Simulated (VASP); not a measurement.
# P in VASP: single point with PBE+D3(BJ)

Aim: the single point of P with PBE+D3(BJ).

Everything below comes from runs of VASP 6.6.1. Logs are shortened: lines on timing, memory, paths and dates and some standing lists are left out, and cuts for length are marked.

### Step 1. The cell of the first run

The cell holds a slab with vacuum, 8 atoms: a = 3.296 Å, b = 4.439 Å, c = 21.746 Å, α = 90.00°, β = 90.00°, γ = 90.00°.

### Step 2. Single point, PBE+D3(BJ) (layers slid over each other)

File INCAR:

```
PREC     = Accurate       # precision mode
ENCUT    = 520            # plane-wave cutoff, eV
EDIFF    = 1E-6           # SCF threshold, eV
ISMEAR   = 0              # smearing method
SIGMA    = 0.05           # smearing width, eV
LREAL    = False          # projectors in reciprocal space
LASPH    = True           # aspherical terms in the spheres
NELM     = 100            # most SCF steps
ALGO     = Normal         # electronic algorithm
ISIF     = 2              # what is computed and relaxed
LWAVE    = False          # write WAVECAR
LCHARG   = True           # write CHGCAR
LDIPOL   = True         
IDIPOL   = 3            
DIPOL    = 0.5 0.5 0.390
GGA      = PE             # functional
IVDW     = 12             # dispersion correction
LELF     = True           # ELF
LVHAR    = True         
LVACPOTAV= True         
NBANDS   = 30             # bands
```

File KPOINTS:

```
regular mesh
0
Gamma
  8 6 1
```

File POSCAR:

```
P
1.0
    3.2961869629      0.0000000000      0.0000000000
    0.0000000000      4.4391557027      0.0000000000
    0.0000000000      0.0000000000     21.7461973615
P
8
Direct
    0.5000000000      0.9174951453      0.2069327306
    0.0000000000      0.5825048547      0.2069327306
    0.5000000000      0.0825048547      0.3045635322
    0.0000000000      0.4174951453      0.3045635322
    0.5000000000      0.5825048547      0.4751680723
    1.0000000000      0.9174951453      0.4751680723
    0.5000000000      1.4174951453      0.5727988740
    1.0000000000      1.0825048547      0.5727988740
```

Potentials or basis: VASP PAW PBE potentials, release 64 (P).

Run with:

```sh
$ cat potpaw_PBE.64/P/POTCAR > POTCAR
$ mpirun -np 1 vasp_std > vasp.out
```

OUTCAR:

```text
PREC = Accurate
   ENCUT = 520
   EDIFF = 1E-6
   ISMEAR = 0
   LREAL = False
   LASPH = True
   NELM = 100
   ISIF = 2
   GGA = PE
   IVDW = 12
 IVDW          = 12

 ion  position               nearest neighbor table
   1  0.500  0.917  0.207-   2 2.22   2 2.22   3 2.25
   2  0.000  0.583  0.207-   1 2.22   1 2.22   4 2.25
   3  0.500  0.083  0.305-   4 2.22   4 2.22   1 2.25
   4  0.000  0.417  0.305-   3 2.22   3 2.22   2 2.25
   5  0.500  0.583  0.475-   6 2.22   6 2.22   7 2.25
   6  0.000  0.917  0.475-   5 2.22   5 2.22   8 2.25
   7  0.500  0.417  0.573-   8 2.22   8 2.22   5 2.25
   8  0.000  0.083  0.573-   7 2.22   7 2.22   6 2.25

  LATTYP: Found a simple orthorhombic cell.
 ALAT       =     3.2961869629
 B/A-ratio  =     1.3467548269
 C/A-ratio  =     6.5973798229

  Lattice vectors:

 A1 = (   3.2961869629,   0.0000000000,   0.0000000000)
 A2 = (   0.0000000000,   4.4391557027,   0.0000000000)
 A3 = (   0.0000000000,   0.0000000000,  21.7461973615)

Analysis of symmetry for initial positions (statically):
=====================================================================
 Subroutine PRICEL returns:
 Original cell was already a primitive cell.

 Routine SETGRP: Setting up the symmetry group for a
 simple orthorhombic supercell.

 Subroutine GETGRP returns: Found  8 space group operations
 (whereof  2 operations were pure point group operations)
 out of a pool of  8 trial point group operations.

The static configuration has the point symmetry C_1h.
 The point group associated with its full space group is D_2h.

Analysis of symmetry for dynamics (positions and initial velocities):
=====================================================================
 Subroutine PRICEL returns:
 Original cell was already a primitive cell.

 Routine SETGRP: Setting up the symmetry group for a
 simple orthorhombic supercell.

 Subroutine GETGRP returns: Found  8 space group operations
 (whereof  2 operations were pure point group operations)
 out of a pool of  8 trial point group operations.

The dynamic configuration has the point symmetry C_1h.
 The point group associated with its full space group is D_2h.

 Subroutine INISYM returns: Found  8 space group operations
 (whereof  2 operations are pure point group operations),
 and found     1 'primitive' translations

[... 111 lines left out ...]
   PSTRESS=    0.0 pullay stress
   NELECT =      40.0000    total number of electrons
   NUPDOWN=      -1.0000    fix difference up-down
   EMIN   =  10.00;   EMAX   =-10.00  energy-range for DOS
   EFERMI =   0.00;   METHOD = LEGACY
   ISMEAR =     0;   SIGMA  =   0.05  broadening in eV -4-tet -1-fermi 0-gaus
   EFERMI_NEDOS =   21; number of points for ismear=-14 and -15
   IALGO  =     38    algorithm
   IMIX   =      4    mixing-type and parameters
     AMIX     =   0.40;   BMIX     =  1.00
     AMIX_MAG =   1.60;   BMIX_MAG =  1.00
  volume/ion in A,a.u.               =      39.77       268.41
  Fermi-wavevector in a.u.,A,eV,Ry     =   0.820093  1.549751  9.150627  0.672552
  Thomas-Fermi vector in A             =   1.931014
   LORBIT       =      0    0 simple, 1 ext, 2 COOP (PROOUT), +10 PAW based schemes
   GGA     = PE    functional components
   LHFCALC =     F    Hartree Fock is set to
   AEXX    =    0.0000 exact exchange contribution
   IVDW    =    12    specifies the selected vdW correction
   LEPSILON=     F    determine dielectric tensor
   LRPA    =     F    only Hartree local field effects (RPA)
 non-spin polarized calculation
 Gauss-broadening in eV      SIGMA  =   0.05
  energy-cutoff  :      520.00
  volume of cell :      318.20
 maximum number of plane-waves:      8606
 NGX is ok and might be reduce to    28
   NGX = 13   NGY = 17   NGZ = 81

 dipolmoment           0.000000      0.000000      0.000020 electrons x Angstroem

 number of electron      39.9999998 magnetization

 dipolmoment           0.000000      0.000000     -0.000001 electrons x Angstroem

 Free energy of the ion-electron system (eV)
  ---------------------------------------------------
  ext. energy  EPLUGINS =         0.00000000
  ---------------------------------------------------
  free energy    TOTEN  =       -42.93785427 eV

  energy without entropy =      -42.93785427  energy(sigma->0) =      -42.93785427

 E-fermi :   0.7263     XC(G=0):  -5.3130

 val. band max:        0.5007232242   @ k =   0.0000   0.0000   0.0000
 cond. band min:       0.9378124984   @ k =   0.0000   0.0000   0.0000
 fundamental gap:      0.4370892742
 Fermi energy:         0.7263058632

 k-point     1 :       0.0000    0.0000    0.0000
  band No.  band energies     occupation
      1     -14.8351      2.00000
      2     -14.8003      2.00000
      3     -12.2526      2.00000
      4     -12.1591      2.00000
      5      -8.7023      2.00000
      6      -8.6824      2.00000
[... 649 lines left out ...]
     29       5.8765      0.00000
     30       5.8765      0.00000

------------------------ aborting loop because EDIFF is reached ----------------------------------------

 Edisp (eV)   -2.28211

 E8    (eV) :    -0.8933

  FORCE on cell =-STRESS in cart. coord.  units (eV):
  Direction    XX          YY          ZZ          XY          YZ          ZX
  --------------------------------------------------------------------------------------
  -------------------------------------------------------------------------------------
  Total      -0.56280    -0.71402    -1.39317     0.00000     0.00000     0.00000
  in kB      -2.83380    -3.59524    -7.01484     0.00000     0.00000     0.00000
  external pressure =       -4.48 kB  Pullay stress =        0.00 kB

 VOLUME and BASIS-vectors are now :
 -----------------------------------------------------------------------------
  energy-cutoff  :      520.00
  volume of cell :      318.20
      direct lattice vectors                 reciprocal lattice vectors
     3.296186963  0.000000000  0.000000000     0.303380849  0.000000000  0.000000000
     0.000000000  4.439155703  0.000000000     0.000000000  0.225268062  0.000000000
     0.000000000  0.000000000 21.746197361     0.000000000  0.000000000  0.045985051

 POSITION                                       TOTAL-FORCE (eV/Angst)
 -----------------------------------------------------------------------------------
      1.64809      4.07290      4.50000        -0.000000     -0.029820      0.049181
      0.00000      2.58583      4.50000        -0.000000      0.029820      0.049181
      1.64809      0.36625      6.62310         0.000000      0.011319      0.075232
      0.00000      1.85333      6.62310        -0.000000     -0.011319      0.075232
      1.64809      2.58583     10.33310        -0.000000      0.011319     -0.075232
      0.00000      4.07290     10.33310         0.000000     -0.011319     -0.075232
      1.64809      1.85333     12.45620        -0.000000     -0.029820     -0.049181
      0.00000      0.36625     12.45620         0.000000      0.029820     -0.049181
 -----------------------------------------------------------------------------------
    total drift:                               -0.000000      0.000000     -0.000001

  FREE ENERGIE OF THE ION-ELECTRON SYSTEM (eV)
  ---------------------------------------------------
  free  energy   TOTEN  =       -45.2199626455 eV

  energy  without entropy=      -45.2199626455  energy(sigma->0) =      -45.21996265

 vacuum level on the upper side and lower side of the slab         5.252         5.252
```

It took 6.9 min on 1 thread of Intel Xeon 8259CL, shared host; peak memory 0.45 GiB.

What came out:

```yaml
Free_energy: -45.2200 eV
Largest_force: 0.076 eV/Å
Band_gap_on_the_k_mesh: 0.44 eV
Dispersion_energy_per_atom: -0.285 eV
```

Forces on the atoms (eV/Å):
```
P    0.000 -0.030  0.049
P    0.000  0.030  0.049
P    0.000  0.011  0.075
P    0.000 -0.011  0.075
P    0.000  0.011 -0.075
P    0.000 -0.011 -0.075
P    0.000 -0.030 -0.049
P    0.000  0.030 -0.049
```

Levels at points of the mesh, in eV from the valence-band top:
```csv
k point,band 18,band 19,band 20,band 21,band 22,band 23
"(0.00, 0.00, 0.00)",-1.87,-0.36,0.00,0.44,0.91,1.37
"(0.50, 0.00, 0.00)",-2.33,-2.10,-2.10,1.09,1.09,1.15
"(0.00, 0.50, 0.00)",-1.25,-1.15,-1.15,1.91,1.91,1.96
"(0.50, 0.50, 0.00)",-1.51,-1.51,-1.51,2.25,2.25,2.25
```

Caveat: the cell differs from its parent crystal (layers slid over each other); semilocal functionals underestimate gaps, and a narrow one can read as zero.
